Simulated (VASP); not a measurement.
# SiO2 (P4_12_12) in VASP: notebook, part 3 of 3

VASP 6.6.1. The steps go on from the part before.

## 5. Relaxation of cell and atoms, BLYP+D4

The input, INCAR:

```
SYSTEM = SiO2
  AGGAC = 1.0
  AGGAX = 1.0
  ALDAC = 0.0
  ALDAX = 1.0
  ALGO = Normal
  EDIFF = 1E-7
  EDIFFG = -0.01
  ENCUT = 600
  GGA = B5
  GGA_COMPAT = .FALSE.
  IBRION = 2
  ISIF = 3
  ISMEAR = -1
  IVDW = 13
  LASPH = .TRUE.
  LCHARG = .FALSE.
  LREAL = .FALSE.
  LWAVE = .FALSE.
  NELM = 120
  NELMIN = 4
  NSW = 60
  PREC = Accurate
  SIGMA = 0.05
  VDW_A1 = 0.44488865
  VDW_A2 = 4.0933009
  VDW_S6 = 1.0
  VDW_S8 = 2.34076671
```

The input, KPOINTS:

```
k-points
0
G
  6 6 4
  0 0 0
```

The input, POSCAR:

```
SiO2
1.0
    4.9820000000      0.0000000000      0.0000000000
    0.0000000000      4.9820000000      0.0000000000
    0.0000000000      0.0000000000      6.9630000000
Si O
4 8
Direct
    0.7989700000      0.2010300000      0.7500000000
    0.7010300000      0.7010300000      0.5000000000
    0.2010300000      0.7989700000      0.2500000000
    0.2989700000      0.2989700000      0.0000000000
    0.1034700000      0.2398900000      0.8218700000
    0.2601100000      0.6034700000      0.0718700000
    0.8965300000      0.7601100000      0.3218700000
    0.7398900000      0.3965300000      0.5718700000
    0.6034700000      0.2601100000      0.9281300000
    0.7601100000      0.8965300000      0.6781300000
    0.3965300000      0.7398900000      0.4281300000
    0.2398900000      0.1034700000      0.1781300000
```

The run is started by

```bash
$ cat potpaw_PBE.64/Si/POTCAR potpaw_PBE.64/O/POTCAR > POTCAR
$ mpirun -np 1 vasp_std > vasp.out
```

Wall time 1.5 h (1 thread of Intel Xeon 6975P-C (Granite Rapids), shared host); peak memory 0.4 GiB.

The run converged. Its results:

```
Free energy                           : -94.6598 eV
Relaxed volume                        : 13.07 Å³/atom
Relaxed cell                          : a = 4.860 Å, b = 4.860 Å, c = 6.640 Å, α = 90.00°, β = 90.00°, γ = 90.00°
Space group after relaxing (to 0.1 Å) : P4_12_12 (No. 92)
Energy gained by relaxing             : 18.1 meV/atom
Ionic steps                           : 60
Pressure after relaxing               : 0.0 GPa
Largest force after relaxing          : 0.009 eV/Å
Band gap on the k mesh                : 5.76 eV
Dispersion energy per atom            : -0.305 eV
```

Forces in eV/Å, atoms in the order of the input:
```
Si  -0.005  0.005  0.000
Si   0.005  0.005  0.000
Si   0.005 -0.005  0.000
Si  -0.005 -0.005  0.000
O   -0.002  0.003 -0.008
O   -0.003 -0.002 -0.008
O    0.002 -0.003 -0.008
O    0.003  0.002 -0.008
O   -0.002 -0.003  0.008
O   -0.003  0.002  0.008
O    0.002  0.003  0.008
O    0.003 -0.002  0.008
```

Stress tensor (GPa, compression positive):
```
 0.05  0.00  0.00
 0.00  0.05  0.00
 0.00  0.00 -0.03
```

Step by step:
| step | energy change (eV) | largest force (eV/Å) | pressure (GPa) | volume (Å³) |
| --- | --- | --- | --- | --- |
| 1 | 0.0000 | 0.4505 | 5.30 | 172.82 |
| 3 | -0.1038 | 0.2078 | 0.07 | 178.15 |
| 5 | -0.0942 | 0.4973 | -0.63 | 178.85 |
| 7 | -0.1101 | 0.0880 | -0.16 | 178.20 |
| 9 | -0.1151 | 0.0789 | -0.30 | 177.75 |
| 11 | -0.1252 | 0.1219 | 0.25 | 175.54 |
| 13 | -0.1358 | 0.3348 | 2.98 | 165.79 |
| 15 | -0.1386 | 0.2877 | 2.36 | 167.81 |
| 17 | -0.1430 | 0.2818 | 2.34 | 167.19 |
| 19 | -0.1595 | 0.2574 | 2.27 | 164.74 |
| 21 | -0.1913 | 0.1628 | 1.59 | 155.14 |
| 23 | -0.2025 | 0.0843 | 0.06 | 157.41 |
| 25 | -0.2049 | 0.0747 | -0.31 | 158.14 |
| 27 | -0.2056 | 0.2717 | -0.43 | 159.07 |
| 29 | -0.2086 | 0.1529 | -0.32 | 158.71 |
| 31 | -0.2126 | 0.0703 | 0.28 | 159.24 |
| 33 | -0.2134 | 0.0381 | 0.05 | 159.18 |
| 35 | -0.2137 | 0.0485 | -0.60 | 159.78 |
| 37 | -0.2144 | 0.0256 | -0.27 | 159.48 |
| 39 | -0.2145 | 0.0901 | 0.12 | 159.15 |
| 41 | -0.2153 | 0.0246 | 0.03 | 159.22 |
| 43 | -0.2154 | 0.0291 | 0.02 | 159.20 |
| 45 | -0.2157 | 0.0121 | -0.21 | 159.21 |
| 47 | -0.2158 | 0.0178 | -0.05 | 159.07 |
| 49 | -0.2160 | 0.0269 | 0.05 | 158.84 |
| 51 | -0.2162 | 0.0467 | 0.08 | 158.53 |
| 53 | -0.2167 | 0.0261 | -0.02 | 158.23 |
| 55 | -0.2170 | 0.0329 | -0.18 | 157.73 |
| 57 | -0.2171 | 0.0180 | -0.09 | 157.01 |
| 59 | -0.2172 | 0.0145 | 0.01 | 156.88 |
| 60 | -0.2172 | 0.0086 | 0.02 | 156.86 |

Final structure:
```
Si O
1.0
     4.86032    0.00000    0.00000
     0.00000    4.86032    0.00000
     0.00000    0.00000    6.64005
Si O
4 8
Direct
  0.82067 0.17933 0.75000
  0.67933 0.67933 0.50000
  0.17933 0.82067 0.25000
  0.32067 0.32067 0.00000
  0.14359 0.23058 0.80204
  0.26942 0.64359 0.05204
  0.85641 0.76942 0.30204
  0.73058 0.35641 0.55204
  0.64359 0.26942 0.94796
  0.76942 0.85641 0.69796
  0.35641 0.73058 0.44796
  0.23058 0.14359 0.19796
```

Levels at points of the mesh, in eV from the valence-band top:
```
           k point  band 28  band 29  band 30  band 31  band 32  band 33  band 34  band 35  band 36  band 37
(0.00, 0.00, 0.00)    -1.21    -0.76    -0.48    -0.48     0.00     5.76     8.85     8.85     9.54     9.61
(0.50, 0.00, 0.00)    -0.93    -0.72    -0.72    -0.49    -0.49     7.89     7.89     9.25     9.25     9.75
(0.50, 0.50, 0.00)    -1.16    -0.57    -0.57    -0.47    -0.47     8.62     8.62     8.76     8.76     9.77
(0.00, 0.00, 0.50)    -1.11    -0.68    -0.68    -0.36    -0.36     7.14     7.14     9.25     9.25    10.16
(0.50, 0.00, 0.50)    -1.06    -0.87    -0.87    -0.23    -0.23     8.20     8.20     9.32     9.32     9.81
(0.50, 0.50, 0.50)    -1.27    -0.48    -0.48    -0.48    -0.48     9.11     9.11     9.11     9.11     9.90
```

Caveat: the PAW data sets were made with another functional, which shifts forces and pressure a little. A k mesh can miss the band edges.

## 6. Overview

```tsv
level	potentials or basis	cell	cutoff (eV)	smearing	dipole correction	tolerance level	purpose	passes	gap on the mesh (eV)	pressure (GPa)	relaxed volume (Å³/atom)	largest force (eV/Å)
RPBE	VASP PAW PBE potentials, release 64 (Si, O)	relaxed from a = 4.982, b = 4.982, c = 6.963 Å, 12 atoms	600	fermi-dirac 0.05 eV	no	-	-	-	5.58	0.1	15.74	0.01
LDA	VASP PAW LDA potentials, release 64 (Si, O)	relaxed from a = 4.898, b = 4.898, c = 6.845 Å, 12 atoms	840	gaussian 0.03 eV	-	standard	cell	3	5.52	0.0	14.25	-
revPBE+D3(BJ)	VASP PAW PBE potentials, release 64 (Si, O)	relaxed from a = 4.982, b = 4.982, c = 6.963 Å, 12 atoms	600	fermi-dirac 0.05 eV	no	-	-	-	5.86	0.0	13.14	0.01
BLYP+D4	VASP PAW PBE potentials, release 64 (Si, O)	relaxed from a = 4.982, b = 4.982, c = 6.963 Å, 12 atoms	600	fermi-dirac 0.05 eV	no	-	-	-	5.76	0.0	13.07	0.01
```

Alike in all rows: task relaxation of cell and atoms; no spin polarisation; k mesh 6 × 6 × 4.

Caveats: the PAW data sets were made with another functional, which shifts forces and pressure a little (at least some runs).

Absolute energies hang on the potentials; compare differences alone.
